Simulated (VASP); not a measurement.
# Ag (Im-3m) in VASP: a series of runs

Runs on Ag. Level: PBEsol. Tasks: single point, relaxation of volume and atoms at fixed shape.

Program: VASP 6.6.1. These are calculated values, not measurements. Logs are shortened: lines on timing, memory, paths and dates and some standing lists are left out, and cuts for length are marked.

## (1) The cell of the first run

It takes space group Im-3m (No. 229, cubic). The conventional cell has a = 3.225 Å, b = 3.225 Å, c = 3.225 Å, α = 90.00°, β = 90.00°, γ = 90.00°. Within 3.7 Å of Ag (site symmetry m-3m) lie 14 Ag at 2.79 to 3.23 Å.

## (2) Single point, PBEsol

INCAR

```
PREC = Accurate
ENCUT = 520
EDIFF = 1E-6
ISMEAR = 1
SIGMA = 0.05
LREAL = False
LASPH = True
NELM = 100
ALGO = Normal
ISIF = 2
LWAVE = False
LCHARG = False
GGA = PS
NBANDS = 12
```

KPOINTS

```
Automatic mesh
0
Gamma
  20 20 20
```

POSCAR

```
Ag
1.0
   -1.6125899614      1.6125899614      1.6125899614
    1.6125899614     -1.6125899614      1.6125899614
    1.6125899614      1.6125899614     -1.6125899614
Ag
1
Direct
    0.0000000000      0.0000000000      0.0000000000
```

Potentials or basis: VASP PAW PBE potentials, release 64 (Ag).

Command:

```bash
cat potpaw_PBE.64/Ag/POTCAR > POTCAR
mpirun -np 1 vasp_std > vasp.out
```

OUTCAR:

```text
PREC = Accurate
   ENCUT = 520
   EDIFF = 1E-6
   ISMEAR = 1
   LREAL = False
   LASPH = True
   NELM = 100
   ISIF = 2
   GGA = PS

 ion  position               nearest neighbor table
   1  0.000  0.000  0.000-

  LATTYP: Found a body centered cubic cell.
 ALAT       =     3.2251799228

  Lattice vectors:

 A1 = (  -1.6125899614,   1.6125899614,   1.6125899614)
 A2 = (   1.6125899614,  -1.6125899614,   1.6125899614)
 A3 = (   1.6125899614,   1.6125899614,  -1.6125899614)

Analysis of symmetry for initial positions (statically):
=====================================================================
 Subroutine PRICEL returns:
 Original cell was already a primitive cell.

 Routine SETGRP: Setting up the symmetry group for a
 body centered cubic supercell.

 Subroutine GETGRP returns: Found 48 space group operations
 (whereof 48 operations were pure point group operations)
 out of a pool of 48 trial point group operations.

The static configuration has the point symmetry O_h .

Analysis of symmetry for dynamics (positions and initial velocities):
=====================================================================
 Subroutine PRICEL returns:
 Original cell was already a primitive cell.

 Routine SETGRP: Setting up the symmetry group for a
 body centered cubic supercell.

 Subroutine GETGRP returns: Found 48 space group operations
 (whereof 48 operations were pure point group operations)
 out of a pool of 48 trial point group operations.

The dynamic configuration has the point symmetry O_h .

 Subroutine INISYM returns: Found 48 space group operations
 (whereof 48 operations are pure point group operations),
 and found     1 'primitive' translations

----------------------------------------------------------------------------------------

                                     Primitive cell

  volume of cell :      16.7738

  direct lattice vectors                    reciprocal lattice vectors
    -1.612589961  1.612589961  1.612589961     0.000000000  0.310060221  0.310060221
     1.612589961 -1.612589961  1.612589961     0.310060221  0.000000000  0.310060221
     1.612589961  1.612589961 -1.612589961     0.310060221  0.310060221  0.000000000

  length of vectors
     2.793087745  2.793087745  2.793087745     0.438491370  0.438491370  0.438491370

  position of ions in fractional coordinates (direct lattice)
     0.000000000  0.000000000  0.000000000

  ion indices of the primitive-cell ions
   primitive index   ion index
                 1           1

----------------------------------------------------------------------------------------

 KPOINTS: Automatic mesh

Automatic generation of k-mesh.
 Grid dimensions read from file:
 generate k-points for:   20   20   20

 Generating k-lattice:

  Cartesian coordinates                     Fractional coordinates (reciprocal lattice)
     0.000000000  0.015503011  0.015503011     0.050000000  0.000000000  0.000000000
     0.015503011  0.000000000  0.015503011     0.000000000  0.050000000  0.000000000
     0.015503011  0.015503011  0.000000000     0.000000000  0.000000000  0.050000000

  Length of vectors
     0.021924568  0.021924568  0.021924568

  Shift w.r.t. Gamma in fractional coordinates (k-lattice)
     0.000000000  0.000000000  0.000000000

 Subroutine IBZKPT returns following result:
 ===========================================

 Found    256 irreducible k-points:

 Following reciprocal coordinates:
            Coordinates               Weight
  0.000000  0.000000  0.000000      1.000000
  0.050000  0.000000  0.000000     12.000000
  0.100000  0.000000  0.000000     12.000000
  0.150000  0.000000  0.000000     12.000000
  0.200000  0.000000  0.000000     12.000000
  0.250000  0.000000  0.000000     12.000000
[... 16 lines left out ...]
  0.200000  0.100000 -0.000000     48.000000
  0.250000  0.100000  0.000000     48.000000
 [... further k-points ...]
   k-points           NKPTS =    256   k-points in BZ     NKDIM =    256   number of bands    NBANDS=     12
   number of dos      NEDOS =    301   number of ions     NIONS =      1
   total plane-waves  NPLWV =  13824
   dimension x,y,z NGX =    24 NGY =   24 NGZ =   24
   dimension x,y,z NGXF=    48 NGYF=   48 NGZF=   48
   ions per type =               1
   NGX,Y,Z   is equivalent  to a cutoff of  14.28, 14.28, 14.28 a.u.
   NGXF,Y,Z  is equivalent  to a cutoff of  28.57, 28.57, 28.57 a.u.
 SYSTEM =  unknown system
   PREC   = accura    normal or accurate (medium, high low for compatibility)
   ISTART =      0    job   : 0-new  1-cont  2-samecut
   ICHARG =      2    charge: 1-file 2-atom 10-const
   ISPIN  =      1    spin polarized calculation?
   LNONCOLLINEAR =      F non collinear calculations
   LSORBIT =      F    spin-orbit coupling
   LASPH  =      T    aspherical Exc in radial PAW
   ENCUT  =  520.0 eV  38.22 Ry    6.18 a.u.   5.19  5.19  5.19*2*pi/ulx,y,z
   NELM   =    100;   NELMIN=  2; NELMDL= -5     # of ELM steps
   EDIFF  = 0.1E-05   stopping-criterion for ELM
   LREAL  =      F    real-space projection
   EDIFFG = 0.1E-04   stopping-criterion for IOM
   NSW    =      0    number of steps for IOM
   IBRION =     -1    ionic relax: 0-MD 1-quasi-New 2-CG
   NFREE  =      0    steps in history (QN), initial steepest desc. (CG)
   ISIF   =      2    stress and relaxation
   ISYM   =      2    0-nonsym 1-usesym 2-fastsym
   POTIM  = 0.5000    time-step for ionic-motion
   TEBEG  =    0.0;   TEEND  =   0.0 temperature during run
   PSTRESS=    0.0 pullay stress
   NELECT =      11.0000    total number of electrons
   NUPDOWN=      -1.0000    fix difference up-down
   EMIN   =  10.00;   EMAX   =-10.00  energy-range for DOS
   EFERMI =   0.00;   METHOD = LEGACY
   ISMEAR =     1;   SIGMA  =   0.05  broadening in eV -4-tet -1-fermi 0-gaus
   EFERMI_NEDOS =   21; number of points for ismear=-14 and -15
   IALGO  =     38    algorithm
   IMIX   =      4    mixing-type and parameters
     AMIX     =   0.40;   BMIX     =  1.00
     AMIX_MAG =   1.60;   BMIX_MAG =  1.00
  volume/ion in A,a.u.               =      16.77       113.20
  Fermi-wavevector in a.u.,A,eV,Ry     =   1.422313  2.687781 27.524227  2.022974
  Thomas-Fermi vector in A             =   2.543030
   LORBIT       =      0    0 simple, 1 ext, 2 COOP (PROOUT), +10 PAW based schemes
   GGA     = PS    functional components
   LHFCALC =     F    Hartree Fock is set to
   AEXX    =    0.0000 exact exchange contribution
   IVDW    =     0    specifies the selected vdW correction
   LEPSILON=     F    determine dielectric tensor
   LRPA    =     F    only Hartree local field effects (RPA)
 non-spin polarized calculation
 Methfessel and Paxton  Order N= 1 SIGMA  =   0.05
  energy-cutoff  :      520.00
  volume of cell :       16.77
 maximum number of plane-waves:       466
 NGX is ok and might be reduce to    24
   NGX = 11   NGY = 11   NGZ = 11

 number of electron      10.9999997 magnetization

 Free energy of the ion-electron system (eV)
  ---------------------------------------------------
  ext. energy  EPLUGINS =         0.00000000
  ---------------------------------------------------
  free energy    TOTEN  =        -3.26741702 eV

  energy without entropy =       -3.26757789  energy(sigma->0) =       -3.26747064

 E-fermi :   8.4409     XC(G=0): -12.5100

 val. band max:        8.4385700948   @ k =  -0.4000   0.4500   0.1000
 cond. band min:       8.4672669995   @ k =   0.3000   0.1500   0.0500
 fundamental gap:      0.0286969047
 Fermi energy:         8.4409309844

 k-point     1 :       0.0000    0.0000    0.0000
  band No.  band energies     occupation
      1       0.5164      2.00000
      2       3.5106      2.00000
      3       3.5106      2.00000
      4       3.5106      2.00000
      5       4.8970      2.00000
      6       4.8970      2.00000
      7      26.4660      0.00000
      8      26.4660      0.00000
      9      26.4660      0.00000
     10      33.0152      0.00000
     11      33.0152      0.00000
     12      33.0502      0.00000

 k-point     2 :       0.0500    0.0000    0.0000
  band No.  band energies     occupation
      1       0.6006      2.00000
      2       3.4890      2.00000
      3       3.5136      2.00000
      4       3.5597      2.00000
      5       4.8728      2.00000
      6       4.8985      2.00000
      7      26.2790      0.00000
      8      26.4489      0.00000
      9      26.5296      0.00000
     10      31.6102      0.00000
     11      31.8723      0.00000
     12      32.4742      0.00000

 k-point     3 :       0.1000    0.0000    0.0000
  band No.  band energies     occupation
      1       0.8464      2.00000
      2       3.4270      2.00000
      3       3.5234      2.00000
      4       3.7046      2.00000
      5       4.8110      2.00000
      6       4.9034      2.00000
      7      25.6206      0.00000
      8      26.3117      0.00000
      9      26.7123      0.00000
     10      30.6006      0.00000
     11      30.6011      0.00000
     12      31.2355      0.00000
[... 286 lines left out ...]
 k-point    23 :       0.2000    0.1000   -0.0000
  band No.  band energies     occupation
      1       2.2169      2.00000
      2       3.1333      2.00000
      3       3.6054      2.00000
      4       4.6150      2.00000
      5       4.8998      2.00000
      6       5.1301      2.00000
      7      20.7629      0.00000
      8      23.0020      0.00000
      9      25.5278      0.00000
     10      27.8462      0.00000
     11      31.0571      0.00000
     12      31.5772      0.00000

 k-point    24 :       0.2500    0.1000    0.0000
  band No.  band energies     occupation
      1       2.3265      2.00000
      2       3.0090      2.00000
      3       4.0141      2.00000
      4       4.6498      2.00000
      5       5.0187      2.00000
      6       5.6868      2.00000
      7      18.7419      0.00000
      8      22.2788      0.00000
      9      24.5509      0.00000
     10      28.1909      0.00000
     11      31.4607      0.00000
     12      31.7879      0.00000

 [... further k-points ...]

------------------------ aborting loop because EDIFF is reached ----------------------------------------

  FORCE on cell =-STRESS in cart. coord.  units (eV):
  Direction    XX          YY          ZZ          XY          YZ          ZX
  --------------------------------------------------------------------------------------
  -------------------------------------------------------------------------------------
  Total       -0.0246778     -0.0246778     -0.0246778      0.0000000      0.0000000      0.0000000
  in kB       -2.3571386     -2.3571386     -2.3571386      0.0000000      0.0000000      0.0000000
  external PRESSURE =      -2.3571386 kB  Pullay stress =       0.0000000 kB

 VOLUME and BASIS-vectors are now :
 -----------------------------------------------------------------------------
  energy-cutoff  :      520.00
  volume of cell :       16.77
      direct lattice vectors                 reciprocal lattice vectors
    -1.612589961  1.612589961  1.612589961     0.000000000  0.310060221  0.310060221
     1.612589961 -1.612589961  1.612589961     0.310060221  0.000000000  0.310060221
     1.612589961  1.612589961 -1.612589961     0.310060221  0.310060221  0.000000000

 POSITION                                       TOTAL-FORCE (eV/Angst)
 -----------------------------------------------------------------------------------
      0.00000      0.00000      0.00000        -0.000000      0.000000      0.000000
 -----------------------------------------------------------------------------------
    total drift:                                0.000000      0.000000      0.000000

  FREE ENERGIE OF THE ION-ELECTRON SYSTEM (eV)
  ---------------------------------------------------
  free  energy   TOTEN  =        -3.2674170151 eV

  energy  without entropy=       -3.2675778876  energy(sigma->0) =       -3.26747064
```

Run time: 37 s. Hardware: 1 thread of AMD EPYC 7R13 (Zen 3), shared host; peak memory 0.15 GiB.

What came out:

```yaml
Free_energy: -3.2674 eV
Pressure: -0.2 GPa
```

Levels at points of the mesh, in eV from the Fermi level:
```tsv
k point	band 3	band 4	band 5	band 6	band 7	band 8
(0.00, 0.00, 0.00)	-4.93	-4.93	-3.54	-3.54	18.03	18.03
(0.50, 0.00, 0.00)	-3.60	-3.41	-2.49	-0.15	4.27	13.39
(0.50, 0.50, 0.50)	-2.75	-2.75	-2.75	6.92	6.92	6.92
```

Caveat: the PAW data sets were made with another functional, which shifts forces and pressure a little.

[end of part 1 of 2]
